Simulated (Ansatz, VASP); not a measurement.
# One calculation of SnSe2, two programs

```
Sn Se
1.0
     3.81100    0.00000    0.00000
    -1.90550    3.30042    0.00000
     0.00000    0.00000    6.62796
Sn Se
1 2
Direct
  0.00000 0.00000 0.00000
  0.33333 0.66667 0.25000
  0.66667 0.33333 0.75000
```

Change from the starting cell: strain +0.000 along x and y, +0.080 along z, atoms carried along.

Alike in both runs: task single point; functional PBE; dispersion D3(BJ); k mesh 9 × 9 × 6; occupations gaussian, width 0.05 eV; no spin polarisation.

|  | VASP | Ansatz |
| --- | --- | --- |
| version | VASP 6.6.1 | Ansatz 0.2.0 |
| potentials or method | VASP PAW PBE potentials, release 64 (Sn_d, Se), cutoff 520 eV | scalar-relativistic, plane waves, PAW |
| valence electrons in the cell | 26 | 46 |

|  | VASP | Ansatz | Ansatz less VASP |
| --- | --- | --- | --- |
| gap on the k mesh at the Fermi level (eV) | 0.42 | 0.43 | +0.002 |
| least direct gap on the mesh (eV) | 0.95 | 0.95 | +0.002 |
| pressure (GPa) | -1.8 | -1.9 | -0.06 |
| traceless stress, the component that is largest in VASP (GPa) | -2.17 | -2.18 | -0.016 |
| rms of the force components (eV/Å) | 0.188 | 0.194 | +0.0058 |

Atom by atom the forces differ by 0.006 eV/Å (rms over components). VASP's potentials hold 26 valence electrons a cell and Ansatz's 46, so a difference there can come from the potentials and not from the codes.
